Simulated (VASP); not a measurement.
CdSe: single point with PBEsol

The system is CdSe.

```
Cd Se
1.0
     4.30557    0.00000    0.00000
     0.00000    4.30557    0.00000
     0.00000    0.00000    6.08900
Cd Se
2 2
Direct
  0.00000 0.00000 0.00000
  0.50000 0.50000 0.50000
  0.50000 0.00000 0.25000
  0.00000 0.50000 0.75000
```

```json
{"Program": "VASP 6.6.1", "Task": "single point", "Functional": "PBEsol", "Potentials or basis": "VASP PAW PBE potentials, release 64 (Cd, Se)", "Cutoff": "520 eV", "k mesh": "6 × 6 × 4", "Occupations": "gaussian, width 0.01 eV", "Spin": "no spin polarisation"}
```

- Pressure: 0.1 GPa
- Band gap on the k mesh: 0.48 eV

Levels at points of the mesh, in eV from the valence-band top:
| k point | band 15 | band 16 | band 17 | band 18 | band 19 | band 20 | band 21 | band 22 |
| --- | --- | --- | --- | --- | --- | --- | --- | --- |
| (0.00, 0.00, 0.00) | -1.87 | 0.00 | 0.00 | 0.00 | 0.48 | 3.01 | 3.67 | 5.85 |
| (0.50, 0.00, 0.00) | -2.09 | -2.09 | -0.78 | -0.78 | 3.68 | 3.68 | 5.76 | 5.76 |
| (0.50, 0.50, 0.00) | -1.87 | -1.87 | -1.87 | -1.87 | 3.01 | 3.01 | 3.67 | 3.67 |
| (0.00, 0.00, 0.50) | -1.04 | -1.04 | -1.04 | -1.04 | 3.21 | 3.21 | 4.11 | 4.11 |
| (0.50, 0.00, 0.50) | -0.76 | -0.76 | -0.75 | -0.75 | 2.28 | 2.28 | 6.36 | 6.36 |
| (0.50, 0.50, 0.50) | -2.26 | -2.26 | -2.24 | -2.24 | 4.98 | 4.98 | 5.10 | 5.10 |

Wall time 30 s on 1 thread of Intel(R) Xeon(R) 6975P-C (Granite Rapids) (shared host), peak memory 0.25 GiB.

Caveat: the PAW data sets were made with another functional, which shifts forces and pressure a little.
